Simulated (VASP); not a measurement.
FeNi3: single point with r2SCAN

The system is FeNi3.

```
Fe Ni
1.0
     0.00000    2.82709    2.82709
     2.82709    0.00000    2.82709
     2.82709    2.82709    0.00000
Fe Ni
1 3
Direct
  0.00000 0.00000 0.00000
  0.75000 0.75000 0.75000
  0.25000 0.25000 0.25000
  0.50000 0.50000 0.50000
```

* Program: VASP 6.6.1
* Task: single point
* Functional: r2SCAN
* Potentials or basis: VASP PAW PBE potentials, release 64 (Fe, Ni)
* Cutoff: 520 eV
* k mesh: 7 × 7 × 7
* Occupations: methfessel-paxton, width 0.1 eV
* Spin: collinear spin, ferromagnetic start
* Starting moments: [2.4, 1.0, 1.0, 1.0] μB
* Dipole correction: no
* Further INCAR settings: ALGO = Normal; EDIFF = 1e-06; NBANDS = 31

The pressure is -6.1 GPa and the net moment is 5.00 μB per cell. The site moments are Fe +3.16; Ni +0.73, +0.49 (each value once) μB. The valence electrons inside the program's atomic spheres are Fe 7.03; Ni 9.36.

Levels at points of the mesh, in eV from the Fermi level:
Spin up:
```tsv
k point	band 19	band 20	band 21	band 22	band 23	band 24
(0.00, 0.00, 0.00)	-0.88	-0.88	-0.88	7.96	7.96	7.96
```
Spin down:
```csv
k point,band 13,band 14,band 15,band 16,band 17,band 18,band 19,band 20
"(0.00, 0.00, 0.00)",-0.35,-0.35,-0.13,-0.13,1.06,1.06,1.06,1.72
```

Wall time 4.3 min on 1 thread of Oxide Virtual Turin-like Processor (shared host), peak memory 0.18 GiB.

Caveat: the cell stands under tension; the PAW data sets were made with another functional, which shifts forces and pressure a little.
